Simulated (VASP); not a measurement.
Here is a VASP 6.6.1 calculation.

File INCAR:

```
SYSTEM = Rh
PREC = Accurate
ENCUT = 520
EDIFF = 1E-6
ISMEAR = -1
SIGMA = 0.1
LREAL = .False.
LASPH = .True.
NELM = 100
ALGO = Normal
ISIF = 2
LWAVE = .False.
LCHARG = .False.
GGA = RE
NBANDS = 14
```

Contents of KPOINTS:

```
Automatic mesh
0
Gamma
  14 14 14
  0 0 0
```

POSCAR

```
Rh
1.0
    2.5844623100      0.0000000000      0.0000000000
    0.0000000000      2.5844623100      0.0000000000
    0.0000000000      0.0000000000      2.5844623100
Rh
1
Direct
    0.0000000000      0.0000000000      0.0000000000
```

Potentials or basis: VASP PAW PBE potentials, release 64 (Rh_pv).

Launch:

```sh
$ cat potpaw_PBE.64/Rh_pv/POTCAR > POTCAR
$ mpirun -np 1 vasp_std > vasp.out
```

(1) Predict the pressure.

## Answers

(1) -6.1 GPa.

Caveat: the PAW data sets were made with another functional, which shifts forces and pressure a little.
